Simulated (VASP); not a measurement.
Write the native input for VASP 6.6.1 that does the following.

- Task: single point
- Functional: PBE
- Dispersion: D4
- Potentials or basis: VASP PAW PBE potentials, release 64 (Pb_d, Te)
- Cutoff: 520 eV
- k mesh: 7 × 7 × 7
- Occupations: fermi-dirac, width 0.05 eV
- Spin: no spin polarisation
- Dipole correction: no
- Further INCAR settings: ALGO = Normal; EDIFF = 1e-06; NBANDS = 17

The structure of TePb lies in POSCAR:

```
TePb
1.0
    0.0000000000      3.2365076999      3.2365076999
    3.2365076999      0.0000000000      3.2365076999
    3.2365076999      3.2365076999      0.0000000000
Pb Te
1 1
Direct
    0.0000000000      0.0000000000      0.0000000000
    0.5000000000      0.5000000000      0.5000000000
```

These files were run (other wordings do the same):

INCAR

```
ALGO = Normal ; EDIFF = 1E-6
ENCUT = 520 ; GGA = PE
ISIF = 2 ; ISMEAR = -1
IVDW = 13 ; LASPH = T
LCHARG = T ; LELF = T
LREAL = F ; LVHAR = T
LWAVE = F ; NBANDS = 17
NELM = 60 ; PREC = Accurate
SIGMA = 0.05
```

KPOINTS

```
k-points
0
Gamma
  7 7 7
```

Potentials or basis: VASP PAW PBE potentials, release 64 (Pb_d, Te).

The run is started by

```sh
$ cat potpaw_PBE.64/Pb_d/POTCAR potpaw_PBE.64/Te/POTCAR > POTCAR
$ mpirun -np 1 vasp_std > vasp.out
```

It gave:

```yaml
Pressure: -0.1 GPa
Dispersion_energy_per_atom: -0.436 eV
```

It took 12 s on 1 thread of Intel(R) Xeon(R) Platinum 8559C (Emerald Rapids) (shared host), peak memory 0.2 GiB.
